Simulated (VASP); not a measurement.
# SnSe2 (P-3m1) in VASP: relaxation of cell and atoms with r2SCAN

Aim: the relaxation of cell and atoms of SnSe2 with r2SCAN.

Program: VASP 6.6.1. These are calculated values, not measurements. Logs are shortened: lines on timing, memory, paths and dates and some standing lists are left out, and cuts for length are marked.

## (1) The cell of the first run

Symmetry: P-3m1, No. 164, trigonal system. Conventional cell: a = 3.464 Å, b = 3.464 Å, c = 5.067 Å, α = 90.00°, β = 90.00°, γ = 120.00°. Sn (site symmetry -3m) has 6 Se at 2.51 Å within 3.3 Å. Se (site symmetry 3m) has 3 Sn at 2.51 Å and 3 Se at 2.85 Å within 3.3 Å.

## (2) Relaxation of cell and atoms, r2SCAN, target pressure 60 GPa, at which the enthalpy is minimised

POSCAR

```
SnSe2
1.0
    3.4638478204      0.0000000000      0.0000000000
   -1.7319239102      2.9997802073      0.0000000000
    0.0000000000      0.0000000000      5.0671418074
Sn Se
1 2
Direct
    0.0000000000      0.0000000000      0.0000000000
    0.6666666667      0.3333333333      0.7000495665
    0.3333333333      0.6666666667      0.2999504335
```

INCAR.step1

```
SYSTEM = SnSe2
PREC = Accurate ; ENCUT = 600
ISMEAR = 0 ; SIGMA = 0.1
LREAL = .False. ; LASPH = .True.
NELM = 60 ; GGA = PE
ALGO = Normal ; EDIFF = 1E-4
LWAVE = .True. ; LCHARG = .False.
```

INCAR.step2

```
SYSTEM = SnSe2
PREC = Accurate ; ENCUT = 600
EDIFF = 1E-6 ; ISMEAR = 0
SIGMA = 0.1 ; LREAL = .False.
LASPH = .True. ; NELM = 60
ALGO = Normal ; ISIF = 3
LWAVE = .False. ; LCHARG = .False.
METAGGA = R2SCAN ; LMIXTAU = .True.
IBRION = 2 ; NSW = 70
EDIFFG = -0.008 ; PSTRESS = 600.0
ISTART = 1
```

KPOINTS

```
Automatic mesh
0
Gamma
  12 12 8
  0 0 0
```

Potentials or basis: VASP PAW PBE potentials, release 64 (Sn_d, Se).

Launch:

```console
> cat potpaw_PBE.64/Sn_d/POTCAR potpaw_PBE.64/Se/POTCAR > POTCAR
> cp INCAR.step1 INCAR
> mpirun -np 1 vasp_std > vasp.out
> cp INCAR.step2 INCAR
> mpirun -np 1 vasp_std > vasp.out
```

OUTCAR:

```text
SYSTEM = SnSe2
   PREC = Accurate
   ENCUT = 600
   EDIFF = 1E-6
   ISMEAR = 0
   LREAL = .False.
   LASPH = .True.
   NELM = 60
   ISIF = 3
   METAGGA = R2SCAN
   IBRION = 2
   NSW = 70
   EDIFFG = -0.008
   PSTRESS = 600.0
   ISTART = 1

 ion  position               nearest neighbor table
   1  0.000  0.000  0.000-   2 2.51   3 2.51   3 2.51   2 2.51   2 2.51   3 2.51
   2  0.667  0.333  0.700-   1 2.51   1 2.51   1 2.51
   3  0.333  0.667  0.300-   1 2.51   1 2.51   1 2.51

  LATTYP: Found a hexagonal cell.
 ALAT       =     3.4638478204
 C/A-ratio  =     1.4628650189

  Lattice vectors:

 A1 = (   3.4638478204,   0.0000000000,   0.0000000000)
 A2 = (  -1.7319239102,   2.9997802073,   0.0000000000)
 A3 = (   0.0000000000,   0.0000000000,   5.0671418074)

Analysis of symmetry for initial positions (statically):
=====================================================================
 Subroutine PRICEL returns:
 Original cell was already a primitive cell.

 Routine SETGRP: Setting up the symmetry group for a
 hexagonal supercell.

 Subroutine GETGRP returns: Found 12 space group operations
 (whereof 12 operations were pure point group operations)
 out of a pool of 24 trial point group operations.

The static configuration has the point symmetry D_3d.

Analysis of symmetry for dynamics (positions and initial velocities):
=====================================================================
 Subroutine PRICEL returns:
 Original cell was already a primitive cell.

 Routine SETGRP: Setting up the symmetry group for a
 hexagonal supercell.

 Subroutine GETGRP returns: Found 12 space group operations
 (whereof 12 operations were pure point group operations)
 out of a pool of 24 trial point group operations.

The dynamic configuration has the point symmetry D_3d.

 Subroutine INISYM returns: Found 12 space group operations
 (whereof 12 operations are pure point group operations),
 and found     1 'primitive' translations

----------------------------------------------------------------------------------------

                                     Primitive cell

  volume of cell :      52.6516

  direct lattice vectors                    reciprocal lattice vectors
     3.463847820  0.000000000  0.000000000     0.288696286  0.166678878  0.000000000
    -1.731923910  2.999780207  0.000000000     0.000000000  0.333357757  0.000000000
     0.000000000  0.000000000  5.067141807     0.000000000  0.000000000  0.197349914

  length of vectors
     3.463847820  3.463847820  5.067141807     0.333357757  0.333357757  0.197349914

  position of ions in fractional coordinates (direct lattice)
     0.000000000  0.000000000  0.000000000
     0.666666667  0.333333333  0.700049566
     0.333333333  0.666666667  0.299950434

  ion indices of the primitive-cell ions
   primitive index   ion index
                 1           1
                 2           2
                 3           3

----------------------------------------------------------------------------------------

 KPOINTS: Automatic mesh

Automatic generation of k-mesh.
 Grid dimensions read from file:
 generate k-points for:   12   12    8

 Generating k-lattice:

  Cartesian coordinates                     Fractional coordinates (reciprocal lattice)
     0.024058024  0.013889907  0.000000000     0.083333333 -0.000000000  0.000000000
     0.000000000  0.027779813  0.000000000     0.000000000  0.083333333  0.000000000
     0.000000000  0.000000000  0.024668739     0.000000000  0.000000000  0.125000000

  Length of vectors
     0.027779813  0.027779813  0.024668739

  Shift w.r.t. Gamma in fractional coordinates (k-lattice)
     0.000000000  0.000000000  0.000000000

 Subroutine IBZKPT returns following result:
 ===========================================

 Found    131 irreducible k-points:

 Following reciprocal coordinates:
            Coordinates               Weight
  0.000000  0.000000  0.000000      1.000000
  0.083333 -0.000000  0.000000      6.000000
  0.166667 -0.000000  0.000000      6.000000
  0.250000 -0.000000  0.000000      6.000000
  0.333333 -0.000000  0.000000      6.000000
  0.416667 -0.000000  0.000000      6.000000
[... 16 lines left out ...]
  0.166667 -0.000000  0.125000      6.000000
  0.000000  0.166667  0.125000      6.000000
 [... further k-points ...]
   k-points           NKPTS =    131   k-points in BZ     NKDIM =    131   number of bands    NBANDS=     17
   number of dos      NEDOS =    301   number of ions     NIONS =      3
   total plane-waves  NPLWV =  31360
   dimension x,y,z NGX =    28 NGY =   28 NGZ =   40
   dimension x,y,z NGXF=    56 NGYF=   56 NGZF=   80
   ions per type =               1   2
   NGX,Y,Z   is equivalent  to a cutoff of  13.44, 13.44, 13.12 a.u.
   NGXF,Y,Z  is equivalent  to a cutoff of  26.88, 26.88, 26.25 a.u.
 SYSTEM =  SnSe2
   PREC   = accura    normal or accurate (medium, high low for compatibility)
   ISTART =      1    job   : 0-new  1-cont  2-samecut
   ICHARG =      0    charge: 1-file 2-atom 10-const
   ISPIN  =      1    spin polarized calculation?
   LNONCOLLINEAR =      F non collinear calculations
   LSORBIT =      F    spin-orbit coupling
   LASPH  =      T    aspherical Exc in radial PAW
   ENCUT  =  600.0 eV  44.10 Ry    6.64 a.u.   6.92  6.92 10.12*2*pi/ulx,y,z
   NELM   =     60;   NELMIN=  2; NELMDL=  0     # of ELM steps
   EDIFF  = 0.1E-05   stopping-criterion for ELM
   LREAL  =      F    real-space projection
   EDIFFG = -.8E-02   stopping-criterion for IOM
   NSW    =     70    number of steps for IOM
   IBRION =      2    ionic relax: 0-MD 1-quasi-New 2-CG
   NFREE  =      1    steps in history (QN), initial steepest desc. (CG)
   ISIF   =      3    stress and relaxation
   ISYM   =      2    0-nonsym 1-usesym 2-fastsym
   POTIM  = 0.5000    time-step for ionic-motion
   TEBEG  =    0.0;   TEEND  =   0.0 temperature during run
   PSTRESS=  600.0 pullay stress
   NELECT =      26.0000    total number of electrons
   NUPDOWN=      -1.0000    fix difference up-down
   EMIN   =  10.00;   EMAX   =-10.00  energy-range for DOS
   EFERMI =   0.00;   METHOD = LEGACY
   ISMEAR =     0;   SIGMA  =   0.10  broadening in eV -4-tet -1-fermi 0-gaus
   EFERMI_NEDOS =   21; number of points for ismear=-14 and -15
   IALGO  =     38    algorithm
   IMIX   =      4    mixing-type and parameters
     AMIX     =   0.40;   BMIX     =  1.00
     AMIX_MAG =   1.60;   BMIX_MAG =  1.00
  volume/ion in A,a.u.               =      17.55       118.44
  Fermi-wavevector in a.u.,A,eV,Ry     =   1.293984  2.445275 22.781515  1.674394
  Thomas-Fermi vector in A             =   2.425595
   LORBIT       =      0    0 simple, 1 ext, 2 COOP (PROOUT), +10 PAW based schemes
   METAGGA = R2SCAN    functional components
   LHFCALC =     F    Hartree Fock is set to
   AEXX    =    0.0000 exact exchange contribution
   IVDW    =     0    specifies the selected vdW correction
   LEPSILON=     F    determine dielectric tensor
   LRPA    =     F    only Hartree local field effects (RPA)
 conjugate gradient relaxation of ions
 non-spin polarized calculation
 Gauss-broadening in eV      SIGMA  =   0.10
  energy-cutoff  :      600.00
  volume of cell :       52.65
 maximum number of plane-waves:      1776
   NGX = 13   NGY = 13   NGZ = 21

--------------------------------------- Ionic step        1  -------------------------------------------

 number of electron      26.0000008 magnetization

 Free energy of the ion-electron system (eV)
  ---------------------------------------------------
  ext. energy  EPLUGINS =         0.00000000
  ---------------------------------------------------
  free energy    TOTEN  =       -52.05858440 eV

  energy without entropy =      -52.05655311  energy(sigma->0) =      -52.05756876

 E-fermi :   9.9264     XC(G=0): -12.1909

 val. band max:        9.9031460703   @ k =   0.2500   0.2500   0.0000
 cond. band min:       9.9656311778   @ k =   0.1667  -0.0000   0.0000
 fundamental gap:      0.0624851075
 Fermi energy:         9.9263592640

 k-point     1 :       0.0000    0.0000    0.0000
  band No.  band energies     occupation
      1     -13.3453      2.00000
      2     -13.3453      2.00000
      3     -13.2396      2.00000
      4     -13.1940      2.00000
      5     -13.1940      2.00000
      6      -8.3545      2.00000
[... 457 lines left out ...]
      4     -13.2062      2.00000
      5     -13.1876      2.00000
      6      -7.8535      2.00000
[... 9 lines left out ...]
     16      15.6001      0.00000
     17      15.7612      0.00000

 [... further k-points ...]

------------------------ aborting loop because EDIFF is reached ----------------------------------------

  FORCE on cell =-STRESS in cart. coord.  units (eV):
  Direction    XX          YY          ZZ          XY          YZ          ZX
  --------------------------------------------------------------------------------------
  -------------------------------------------------------------------------------------
  Total       15.7385441     15.7385441     16.4415028     -0.0000000      0.0000000      0.0000000
  in kB      478.9209556    478.9209556    500.3118561     -0.0000000      0.0000000      0.0000000
  external PRESSURE =    -113.9487442 kB  Pullay stress =     600.0000000 kB
[... 100 lines left out ...]
  energy  without entropy=      -51.2682602345  energy(sigma->0) =      -51.26939395

  enthalpy is  TOTEN    =       -32.4394935355 eV   P V=       18.8310341212

[... ionic steps 4 to 14 ...]

--------------------------------------- Ionic step       15  -------------------------------------------

 number of electron      26.0000003 magnetization

------------------------ aborting loop because EDIFF is reached ----------------------------------------
[... 73 lines left out ...]
--------------------------------------- Ionic step       17  -------------------------------------------

 number of electron      26.0000003 magnetization

 Free energy of the ion-electron system (eV)
  ---------------------------------------------------
  ext. energy  EPLUGINS =         0.00000000
  ---------------------------------------------------
  free energy    TOTEN  =       -51.14444407 eV

  energy without entropy =      -51.14277937  energy(sigma->0) =      -51.14361172

 E-fermi :  10.7975     XC(G=0): -12.5482

 val. band max:       10.7678664962   @ k =   0.0000   0.3333   0.3750
 cond. band min:      10.8382405844   @ k =   0.0000   0.4167   0.3750
 fundamental gap:      0.0703740882
 Fermi energy:        10.7975205960

 k-point     1 :       0.0000    0.0000    0.0000
  band No.  band energies     occupation
      1     -12.4385      2.00000
      2     -12.4385      2.00000
      3     -12.3441      2.00000
      4     -12.2770      2.00000
      5     -12.2770      2.00000
      6      -8.0485      2.00000
[... 457 lines left out ...]
      4     -12.2987      2.00000
      5     -12.2718      2.00000
      6      -7.5089      2.00000
[... 9 lines left out ...]
     16      16.5361      0.00000
     17      16.9692      0.00000

 [... further k-points ...]

------------------------ aborting loop because EDIFF is reached ----------------------------------------

  FORCE on cell =-STRESS in cart. coord.  units (eV):
  Direction    XX          YY          ZZ          XY          YZ          ZX
  --------------------------------------------------------------------------------------
  -------------------------------------------------------------------------------------
  Total       18.6364231     18.6364231     18.6382123      0.0000000     -0.0000000      0.0000000
  in kB      600.1397122    600.1397122    600.1973307      0.0000000     -0.0000000      0.0000000
  external PRESSURE =       0.1589183 kB  Pullay stress =     600.0000000 kB
[... 22 lines left out ...]
  energy  without entropy=      -51.1427793699  energy(sigma->0) =      -51.14361172

  enthalpy is  TOTEN    =       -32.5123595310 eV   P V=       18.6320845427

 reached required accuracy - stopping structural energy minimisation
```

Run time: 37 min. Hardware: 1 thread of Intel Xeon 6975P-C (Granite Rapids), shared host; peak memory 0.3 GiB.

Results:

- Free energy: -51.1444 eV
- Relaxed volume: 16.58 Å³/atom
- Relaxed cell: a = 3.367 Å, b = 3.367 Å, c = 5.067 Å, α = 90.00°, β = 90.00°, γ = 120.00°
- Space group after relaxing (to 0.1 Å): P-3m1 (No. 164)
- Energy change on relaxing (the run minimises the enthalpy): +304.7 meV/atom
- Ionic steps: 17
- Pressure after relaxing: 60.0 GPa
- Band gap on the k mesh: zero (bands 13 and 14 overlap by 2.05 eV)

Step by step:
```csv
step,energy change (eV),largest force (eV/Å),pressure (GPa),volume (Å³)
1,0.0000,0.8277,48.61,52.65
2,4.1329,2.1870,112.41,43.70
3,0.7881,1.2094,61.02,50.28
4,0.8374,1.2303,61.79,50.15
5,0.9865,0.0839,61.10,49.57
6,0.9723,0.0058,61.10,49.60
7,0.7112,0.0902,56.83,50.31
8,0.8935,0.0313,59.84,49.81
9,0.8999,0.0074,59.90,49.79
10,0.9093,0.0254,60.01,49.77
11,0.9089,0.0235,60.01,49.77
12,0.9077,0.0189,59.99,49.77
13,0.9085,0.0226,60.01,49.77
14,0.9067,0.0010,59.90,49.77
15,0.9069,0.0010,59.91,49.77
16,0.9276,0.0030,60.21,49.72
17,0.9141,0.0008,60.02,49.75
```

Final structure:
```xyz
3
Lattice="3.3672 0.0000 0.0000 -1.6836 2.9161 0.0000 0.0000 0.0000 5.0669" Properties=species:S:1:pos:R:3 pbc="T T T"
Sn    0.0000    0.0000    0.0000
Se    1.6836    0.9720    3.4851
Se    0.0000    1.9441    1.5818
```

Caveat: the cell is relaxed towards a set pressure, so the run minimises the enthalpy, not the energy; the PAW data sets were made with another functional, which shifts forces and pressure a little; spin-orbit coupling is left out, which moves the levels of the heavy elements.

The gap in the log of VASP goes by the Fermi energy; the results here count the filled bands.